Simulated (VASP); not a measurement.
# SiC (F-43m) in VASP: further runs

SiC is run at these levels: PBE-based screened hybrid, PBE-based global hybrid; tasks: single point.

Program: VASP 6.6.1. These are calculated values, not measurements. Logs are shortened: lines on timing, memory, paths and dates and some standing lists are left out, and cuts for length are marked.

## (1) The cell of the first run

Symmetry: F-43m, No. 216, cubic system. Conventional cell: a = 4.356 Å, b = 4.356 Å, c = 4.356 Å, α = 90.00°, β = 90.00°, γ = 90.00°. Within 2.5 Å of Si (site symmetry -43m) lie 4 C at 1.89 Å. C (site symmetry -43m) has 4 Si at 1.89 Å within 2.5 Å.

## (2) Single point, PBE-based screened hybrid

POSCAR

```
SiC
1.0
    0.0000000000      2.1780523476      2.1780523476
    2.1780523476      0.0000000000      2.1780523476
    2.1780523476      2.1780523476      0.0000000000
Si C
1 1
Direct
    0.0000000000      0.0000000000      0.0000000000
    0.2500000000      0.2500000000      0.2500000000
```

INCAR.step1

```
SYSTEM = SiC
  ALGO = Normal
  EDIFF = 1E-5
  ENCUT = 520
  GGA = PE
  ISIF = 2
  ISMEAR = 0
  LASPH = .TRUE.
  LCHARG = .FALSE.
  LREAL = .FALSE.
  LWAVE = .TRUE.
  NBANDS = 11
  NELM = 80
  PREC = Accurate
  SIGMA = 0.01
```

INCAR.step2

```
SYSTEM = SiC
  AEXX = 0.3
  ALGO = Normal
  EDIFF = 1E-7
  ENCUT = 520
  GGA = PE
  HFSCREEN = 0.3
  ISIF = 2
  ISMEAR = 0
  ISTART = 1
  LASPH = .TRUE.
  LCHARG = .FALSE.
  LHFCALC = .TRUE.
  LREAL = .FALSE.
  LWAVE = .FALSE.
  NBANDS = 11
  NELM = 80
  PREC = Accurate
  PRECFOCK = Normal
  SIGMA = 0.01
```

KPOINTS

```
k-points
0
G
  4 4 4
  0 0 0
```

Potentials or basis: VASP PAW PBE potentials, release 64 (Si, C).

Launch:

```sh
cat potpaw_PBE.64/Si/POTCAR potpaw_PBE.64/C/POTCAR > POTCAR
cp INCAR.step1 INCAR
mpirun -np 1 vasp_std > vasp.out
cp INCAR.step2 INCAR
mpirun -np 1 vasp_std > vasp.out
```

OUTCAR:

```text
SYSTEM = SiC
   AEXX = 0.3
   EDIFF = 1E-7
   ENCUT = 520
   GGA = PE
   HFSCREEN = 0.3
   ISIF = 2
   ISMEAR = 0
   ISTART = 1
   LASPH = .TRUE.
   LHFCALC = .TRUE.
   LREAL = .FALSE.
   NELM = 80
   PREC = Accurate
   PRECFOCK = Normal

 ion  position               nearest neighbor table
   1  0.000  0.000  0.000-   2 1.89   2 1.89   2 1.89   2 1.89
   2  0.250  0.250  0.250-   1 1.89   1 1.89   1 1.89   1 1.89

  LATTYP: Found a face centered cubic cell.
 ALAT       =     4.3561046952

  Lattice vectors:

 A1 = (   0.0000000000,   2.1780523476,   2.1780523476)
 A2 = (   2.1780523476,   0.0000000000,   2.1780523476)
 A3 = (   2.1780523476,   2.1780523476,   0.0000000000)

Analysis of symmetry for initial positions (statically):
=====================================================================
 Subroutine PRICEL returns:
 Original cell was already a primitive cell.

 Routine SETGRP: Setting up the symmetry group for a
 face centered cubic supercell.

 Subroutine GETGRP returns: Found 24 space group operations
 (whereof 24 operations were pure point group operations)
 out of a pool of 48 trial point group operations.

The static configuration has the point symmetry T_d .

Analysis of symmetry for dynamics (positions and initial velocities):
=====================================================================
 Subroutine PRICEL returns:
 Original cell was already a primitive cell.

 Routine SETGRP: Setting up the symmetry group for a
 face centered cubic supercell.

 Subroutine GETGRP returns: Found 24 space group operations
 (whereof 24 operations were pure point group operations)
 out of a pool of 48 trial point group operations.

The dynamic configuration has the point symmetry T_d .

 Subroutine INISYM returns: Found 24 space group operations
 (whereof 24 operations are pure point group operations),
 and found     1 'primitive' translations

----------------------------------------------------------------------------------------

                                     Primitive cell

  volume of cell :      20.6650

  direct lattice vectors                    reciprocal lattice vectors
[... 80 lines left out ...]
   PSTRESS=    0.0 pullay stress
   NELECT =       8.0000    total number of electrons
   NUPDOWN=      -1.0000    fix difference up-down
   EMIN   =  10.00;   EMAX   =-10.00  energy-range for DOS
   EFERMI =   0.00;   METHOD = LEGACY
   ISMEAR =     0;   SIGMA  =   0.01  broadening in eV -4-tet -1-fermi 0-gaus
   EFERMI_NEDOS =   21; number of points for ismear=-14 and -15
   IALGO  =     38    algorithm
   IMIX   =      1    mixing-type and parameters
     AMIX     =   0.40;   BMIX     =  1.00
     AMIX_MAG =   1.60;   BMIX_MAG =  1.00
  volume/ion in A,a.u.               =      10.33        69.73
  Fermi-wavevector in a.u.,A,eV,Ry     =   1.193145  2.254717 19.369182  1.423595
  Thomas-Fermi vector in A             =   2.329166
   LORBIT       =      0    0 simple, 1 ext, 2 COOP (PROOUT), +10 PAW based schemes
   GGA     = PE    functional components
   LHFCALC =     T    Hartree Fock is set to
   PRECFOCK=normal    Normal, Fast or Accurate (Low or Medium for compatibility)
   ENCUT4O =  -1.0   cutoff for four orbital integrals eV
   NKREDX  =     1    reduce k-point grid by
   NKREDY  =     1    reduce k-point grid by
   NKREDZ  =     1    reduce k-point grid by
   AEXX    =    0.3000 exact exchange contribution
   HFSCREEN=    0.3000 screening length (either q_TF or 0.3 A-1)
   HFSCREENC=   0.3000 screening length for correlation (either q_TF or 0.3 A-1)
   ENCUTFOCK=  -1.0 apply spherical cutoff to Coloumb kernel
   IVDW    =     0    specifies the selected vdW correction
   LEPSILON=     F    determine dielectric tensor
   LRPA    =     F    only Hartree local field effects (RPA)
 non-spin polarized calculation
 Gauss-broadening in eV      SIGMA  =   0.01
  energy-cutoff  :      520.00
  volume of cell :       20.66
 maximum number of plane-waves:       568
 NGX is ok and might be reduce to    24
  NGX = 18; NGY = 18; NGZ = 18

 number of electron       8.0000001 magnetization

 Free energy of the ion-electron system (eV)
  ---------------------------------------------------
  ext. energy  EPLUGINS =         0.00000000
  ---------------------------------------------------
  free energy    TOTEN  =       -17.30004415 eV

  energy without entropy =      -17.30004415  energy(sigma->0) =      -17.30004415

 E-fermi :   7.6207     XC(G=0):  -9.1270

 val. band max:        7.5578779784   @ k =   0.0000   0.0000   0.0000
 cond. band min:       9.7243988973   @ k =   0.5000   0.5000   0.0000
 fundamental gap:      2.1665209190
 Fermi energy:         7.6207225563

 k-point     1 :       0.0000    0.0000    0.0000
  band No.  band energies     occupation
      1      -9.6438      2.00000
      2       7.5579      2.00000
      3       7.5579      2.00000
      4       7.5579      2.00000
      5      15.1178      0.00000
      6      16.1063      0.00000
      7      16.1063      0.00000
      8      16.1063      0.00000
      9      23.6265      0.00000
     10      23.6265      0.00000
     11      25.5426      0.00000
[... 85 lines left out ...]
 k-point     8 :      -0.2500    0.5000    0.2500
  band No.  band energies     occupation
      1      -3.9139      2.00000
      2      -0.1873      2.00000
      3       2.0808      2.00000
      4       2.4782      2.00000
      5      13.8359      0.00000
      6      18.4493      0.00000
      7      18.5580      0.00000
      8      18.6048      0.00000
      9      23.7786      0.00000
     10      26.9080      0.00000
     11      30.7571      0.00000

------------------------ aborting loop because EDIFF is reached ----------------------------------------

  FORCE on cell =-STRESS in cart. coord.  units (eV):
  Direction    XX          YY          ZZ          XY          YZ          ZX
  --------------------------------------------------------------------------------------
  -------------------------------------------------------------------------------------
  Total       -0.2161417     -0.2161417     -0.2161417     -0.0000000     -0.0000000      0.0000000
  in kB      -16.7576958    -16.7576958    -16.7576958     -0.0000000     -0.0000000      0.0000000
  external PRESSURE =     -16.7576958 kB  Pullay stress =       0.0000000 kB

 VOLUME and BASIS-vectors are now :
 -----------------------------------------------------------------------------
  energy-cutoff  :      520.00
  volume of cell :       20.66
      direct lattice vectors                 reciprocal lattice vectors
     0.000000000  2.178052348  2.178052348    -0.229562894  0.229562894  0.229562894
     2.178052348  0.000000000  2.178052348     0.229562894 -0.229562894  0.229562894
     2.178052348  2.178052348  0.000000000     0.229562894  0.229562894 -0.229562894

 POSITION                                       TOTAL-FORCE (eV/Angst)
 -----------------------------------------------------------------------------------
      0.00000      0.00000      0.00000         0.000000      0.000000      0.000000
      1.08903      1.08903      1.08903        -0.000000     -0.000000     -0.000000
 -----------------------------------------------------------------------------------
    total drift:                                0.000000      0.000001      0.000001

  FREE ENERGIE OF THE ION-ELECTRON SYSTEM (eV)
  ---------------------------------------------------
  free  energy   TOTEN  =       -17.3000441511 eV

  energy  without entropy=      -17.3000441511  energy(sigma->0) =      -17.30004415
```

It took 52 s on 1 thread of Intel Xeon Platinum 8488C (Sapphire Rapids), shared host; peak memory 0.23 GiB.

What came out:

```yaml
Free_energy: -17.3000 eV
Pressure: -1.7 GPa
Band_gap_on_the_k_mesh: 2.17 eV, indirect (least direct gap 5.71 eV)
```

Levels at points of the mesh, in eV from the valence-band top:
```csv
k point,band 1,band 2,band 3,band 4,band 5,band 6,band 7,band 8
"(0.00, 0.00, 0.00)",-17.20,0.00,0.00,0.00,7.56,8.55,8.55,8.55
"(0.50, 0.00, 0.00)",-13.30,-9.42,-1.17,-1.17,6.62,8.43,8.43,11.55
"(0.50, 0.50, 0.00)",-11.71,-8.61,-3.54,-3.54,2.17,5.32,15.99,15.99
```

Caveat: the k points lie up to 0.62 Å⁻¹ apart; the PAW data sets were made with another functional, which shifts forces and pressure a little.

## (3) Single point, PBE-based screened hybrid

POSCAR is that of step 2.

INCAR.step1

```
SYSTEM = SiC
ALGO     = Normal         ! electronic algorithm
EDIFF    = 1E-5           ! SCF threshold, eV
ENCUT    = 520            ! plane-wave cutoff, eV
GGA      = PE             ! functional
ISIF     = 2              ! what is computed and relaxed
ISMEAR   = 0              ! smearing method
LASPH    = .True.         ! aspherical terms in the spheres
LCHARG   = .False.        ! write CHGCAR
LREAL    = .False.        ! projectors in reciprocal space
LWAVE    = .True.         ! write WAVECAR
NBANDS   = 11             ! bands
NELM     = 60             ! most SCF steps
PREC     = Accurate       ! precision mode
SIGMA    = 0.01           ! smearing width, eV
```

INCAR.step2

```
SYSTEM = SiC
AEXX     = 1.0            ! exact-exchange fraction
AGGAC    = 1.0          
ALDAC    = 1.0          
ALGO     = Normal         ! electronic algorithm
EDIFF    = 1E-6           ! SCF threshold, eV
ENCUT    = 520            ! plane-wave cutoff, eV
GGA      = PE             ! functional
HFSCREEN = 0.1            ! screening, 1/A
ISIF     = 2              ! what is computed and relaxed
ISMEAR   = 0              ! smearing method
ISTART   = 1            
LASPH    = .True.         ! aspherical terms in the spheres
LCHARG   = .False.        ! write CHGCAR
LHFCALC  = .True.         ! exact exchange
LREAL    = .False.        ! projectors in reciprocal space
LWAVE    = .False.        ! write WAVECAR
NBANDS   = 11             ! bands
NELM     = 60             ! most SCF steps
PREC     = Accurate       ! precision mode
PRECFOCK = Normal       
SIGMA    = 0.01           ! smearing width, eV
```

KPOINTS

```
k-points
0
Gamma
  4 4 4
  0 0 0
```

Potentials or basis: VASP PAW PBE potentials, release 64 (Si, C).

Launch:

```sh
cat potpaw_PBE.64/Si/POTCAR potpaw_PBE.64/C/POTCAR > POTCAR
cp INCAR.step1 INCAR
mpirun -np 1 vasp_std > vasp.out
cp INCAR.step2 INCAR
mpirun -np 1 vasp_std > vasp.out
```

It took 52 s on 1 thread of Intel Xeon Platinum 8488C (Sapphire Rapids), shared host; peak memory 0.23 GiB.

It converged, with:

```yaml
Free_energy: -27.1472 eV
Pressure: -16.1 GPa
Band_gap_on_the_k_mesh: 6.80 eV, indirect (least direct gap 11.19 eV)
```

Levels at points of the mesh, in eV from the valence-band top:
```
           k point  band 2  band 3  band 4  band 5  band 6  band 7
(0.00, 0.00, 0.00)    0.00    0.00    0.00   13.40   14.33   14.33
(0.50, 0.00, 0.00)  -11.61   -1.46   -1.46   12.20   14.08   14.08
(0.50, 0.50, 0.00)  -10.59   -4.39   -4.39    6.80   10.41   23.44
```

Caveat: the k points lie up to 0.62 Å⁻¹ apart; the PAW data sets were made with another functional, which shifts forces and pressure a little.

(Part 1 of 2 ends here.)
